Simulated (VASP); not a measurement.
# Pt (Fm-3m) in VASP: further runs, part 2 of 2

VASP 6.6.1.

## Step 3: Single point, PBE

This run uses another cell than the first one: it holds 6 atoms, not 8.

The input, INCAR:

```
SYSTEM = Pt
PREC     = Accurate       ! precision mode
ENCUT    = 520            ! plane-wave cutoff, eV
EDIFF    = 1E-6           ! SCF threshold, eV
ISMEAR   = 0              ! smearing method
SIGMA    = 0.15           ! smearing width, eV
LREAL    = .False.        ! projectors in reciprocal space
LASPH    = .True.         ! aspherical terms in the spheres
NELM     = 80             ! most SCF steps
ALGO     = Fast           ! electronic algorithm
ISIF     = 2              ! what is computed and relaxed
LWAVE    = .False.        ! write WAVECAR
LCHARG   = .False.        ! write CHGCAR
GGA      = PE             ! functional
NBANDS   = 39             ! bands
```

The input, KPOINTS:

```
regular mesh
0
Gamma
  19 19 4
  0 0 0
```

The input, POSCAR:

```
Pt
1.0
    1.9579000000     -1.9579000000      0.0000000000
    1.9579000000      0.0000000000     -1.9579000000
    7.8316000000      7.8316000000      7.8316000000
Pt
6
Direct
    0.6666666667      0.6666666667      0.1666666667
    0.0000000000      0.0000000000      0.0000000000
    0.3333333333      0.3333333333      0.3333333333
    0.6666666667      0.6666666667      0.6666666667
    0.0000000000      0.0000000000      0.5000000000
    0.3333333333      0.3333333333      0.8333333333
```

Potentials or basis: VASP PAW PBE potentials, release 64 (Pt).

On the command line:

```bash
> cat potpaw_PBE.64/Pt/POTCAR > POTCAR
> mpirun -np 1 vasp_std > vasp.out
```

OUTCAR:

```text
SYSTEM = Pt
   PREC = Accurate
   ENCUT = 520
   EDIFF = 1E-6
   ISMEAR = 0
   LREAL = .False.
   LASPH = .True.
   NELM = 80
   ISIF = 2
   GGA = PE

 ion  position               nearest neighbor table
   1  0.667  0.667  0.167-   3 2.77   3 2.77   3 2.77   2 2.77   2 2.77   2 2.77
   2  0.000  0.000  0.000-   1 2.77   6 2.77   1 2.77   1 2.77   6 2.77   6 2.77
   3  0.333  0.333  0.333-   1 2.77   1 2.77   1 2.77   5 2.77   5 2.77   5 2.77
   4  0.667  0.667  0.667-   6 2.77   6 2.77   6 2.77   5 2.77   5 2.77   5 2.77
   5  0.000  0.000  0.500-   3 2.77   4 2.77   4 2.77   4 2.77   3 2.77   3 2.77
   6  0.333  0.333  0.833-   4 2.77   4 2.77   4 2.77   2 2.77   2 2.77   2 2.77

  LATTYP: Found a hexagonal cell.
 ALAT       =     2.7688887338
 C/A-ratio  =     4.8989794856

  Lattice vectors:

 A1 = (  -1.9579000000,   0.0000000000,   1.9579000000)
 A2 = (   1.9579000000,  -1.9579000000,   0.0000000000)
 A3 = (   7.8316000000,   7.8316000000,   7.8316000000)

Analysis of symmetry for initial positions (statically):
=====================================================================
 Subroutine PRICEL returns following result:

[... 195 lines left out ...]
 Fermi energy:        11.3501250712

 k-point     1 :       0.0000    0.0000    0.0000
  band No.  band energies     occupation
      1       1.0860      2.00000
      2       2.1384      2.00000
      3       2.1384      2.00000
      4       3.8125      2.00000
      5       3.8125      2.00000
      6       3.9814      2.00000
[... 997 lines left out ...]
     38      18.6658      0.00000
     39      19.9400      0.00000

 [... further k-points ...]

------------------------ aborting loop because EDIFF is reached ----------------------------------------

  FORCE on cell =-STRESS in cart. coord.  units (eV):
  Direction    XX          YY          ZZ          XY          YZ          ZX
  --------------------------------------------------------------------------------------
  -------------------------------------------------------------------------------------
  Total        6.1822291      6.1822291      6.1822291     -0.0330448     -0.0330448     -0.0330448
  in kB      109.9772637    109.9772637    109.9772637     -0.5878416     -0.5878416     -0.5878416
  external PRESSURE =     109.9772637 kB  Pullay stress =       0.0000000 kB

 VOLUME and BASIS-vectors are now :
 -----------------------------------------------------------------------------
  energy-cutoff  :      520.00
  volume of cell :       90.06
      direct lattice vectors                 reciprocal lattice vectors
     1.957900000 -1.957900000  0.000000000     0.170250438 -0.340500877  0.170250438
     1.957900000  0.000000000 -1.957900000     0.170250438  0.170250438 -0.340500877
     7.831600000  7.831600000  7.831600000     0.042562610  0.042562610  0.042562610

 POSITION                                       TOTAL-FORCE (eV/Angst)
 -----------------------------------------------------------------------------------
      3.91580      0.00000      0.00000        -0.000000     -0.000000     -0.000000
      0.00000      0.00000      0.00000        -0.000000     -0.000000     -0.000000
      3.91580      1.95790      1.95790         0.000000      0.000000      0.000000
      7.83160      3.91580      3.91580        -0.000000     -0.000000     -0.000000
      3.91580      3.91580      3.91580        -0.000000     -0.000000     -0.000000
      7.83160      5.87370      5.87370         0.000000      0.000000      0.000000
 -----------------------------------------------------------------------------------
    total drift:                               -0.000000      0.000000      0.000000

  FREE ENERGIE OF THE ION-ELECTRON SYSTEM (eV)
  ---------------------------------------------------
  free  energy   TOTEN  =       -36.5365806402 eV

  energy  without entropy=      -36.4086319156  energy(sigma->0) =      -36.47260628
```

stdout:

```text
POSCAR found type information on POSCAR Pt
 POSCAR found :  1 types and       6 ions
 scaLAPACK will be used
 LDA part: xc-table for (Slater+PW92), standard interpolation
 POSCAR, INCAR and KPOINTS ok, starting setup
 FFT: planning ... GRIDC
 FFT: planning ... GRID_SOFT
 FFT: planning ... GRID
 WAVECAR not read
 entering main loop
```

Run time: 12 min. Hardware: 1 thread of Intel Xeon Platinum 8259CL at 2.50GHz (Skylake/Cascade Lake), shared host; peak memory 0.5 GiB.

What came out:

- Free energy: -36.5366 eV
- Pressure: 11.0 GPa
- Band gap on the k mesh: zero (bands 30 and 31 overlap by 1.94 eV)

Caveat: the cell stands under pressure; spin-orbit coupling is left out, which moves the levels of the heavy elements.

## Step 4: Single point, PBE

This run uses another cell than the first one: it holds 2 atoms, not 8.

The input, INCAR:

```
ALGO = Fast ; EDIFF = 1E-6
ENCUT = 520 ; GGA = PE
ISIF = 2 ; ISMEAR = 0
LASPH = True ; LCHARG = False
LREAL = False ; LWAVE = False
NBANDS = 17 ; NELM = 100
PREC = Accurate ; SIGMA = 0.15
```

The input, KPOINTS:

```
k-points
0
Gamma
  18 18 12
```

The input, POSCAR:

```
Pt
1.0
    0.0000000000     -1.9579000000     -1.9579000000
    0.0000000000      1.9579000000     -1.9579000000
    3.9158000000      0.0000000000      0.0000000000
Pt
2
Direct
    0.5000000000      0.5000000000      0.5000000000
    0.0000000000      0.0000000000      0.0000000000
```

On the command line:

```bash
> cat potpaw_PBE.64/Pt/POTCAR > POTCAR
> mpirun -np 1 vasp_std > vasp.out
```

It took 3.2 min on 1 thread of Intel Xeon 8259CL, shared host; peak memory 0.28 GiB.

Results (log left out):

```yaml
Free_energy: -12.1756 eV
Pressure: 11.1 GPa
Band_gap_on_the_k_mesh: zero (bands 10 and 11 overlap by 1.58 eV)
```

Levels at points of the mesh, in eV from the Fermi level:
```csv
k point,band 6,band 7,band 8,band 9,band 10,band 11,band 12,band 13,band 14,band 15
"(0.00, 0.00, 0.00)",-3.82,-1.65,-1.65,0.00,0.50,0.50,1.77,8.93,11.41,11.41
"(0.50, 0.00, 0.00)",-4.28,-2.59,-2.59,-1.75,-1.75,1.88,1.88,10.78,10.78,13.06
"(0.50, 0.50, 0.00)",0.00,0.50,0.50,0.50,0.50,1.77,1.77,8.93,8.93,11.41
"(0.00, 0.00, 0.50)",-3.03,-2.15,-2.15,-2.15,-2.15,-0.87,-0.87,17.20,17.20,17.20
"(0.50, 0.00, 0.50)",-3.89,-0.49,-0.49,0.04,0.04,0.04,0.04,5.88,5.88,14.19
"(0.50, 0.50, 0.50)",-4.59,-2.03,-2.03,0.50,0.50,7.15,7.15,8.30,8.30,8.30
```

Caveat: the cell stands under pressure; spin-orbit coupling is left out, which moves the levels of the heavy elements.

## Step 5: Summary

| cell | k mesh | further INCAR settings | gap on the mesh (eV) | pressure (GPa) |
| --- | --- | --- | --- | --- |
| a = 5.538 Å, angles 60.0°, 8 atoms, atomic positions A | 10 × 10 × 10 | ALGO = Fast; EDIFF = 1e-07; NBANDS = 50 | none | 11.0 |
| a = 2.769, b = 2.769, c = 13.565 Å, angles 90.0, 90.0, 60.0°, 6 atoms, atomic positions B | 19 × 19 × 4 | ALGO = Fast; EDIFF = 1e-06; NBANDS = 39 | none | 11.0 |
| a = 2.769, b = 2.769, c = 3.916 Å, 2 atoms, atomic positions C | 18 × 18 × 12 | ALGO = Fast; EDIFF = 1e-06; NBANDS = 17 | none | 11.1 |

Alike in all rows: task single point; level PBE; potentials or basis VASP PAW PBE potentials, release 64 (Pt); no spin polarisation; cutoff (eV) 520; smearing gaussian 0.15 eV.

Caveats: the cell stands under pressure; spin-orbit coupling is left out, which moves the levels of the heavy elements.

Absolute energies hang on the potentials; compare differences alone.
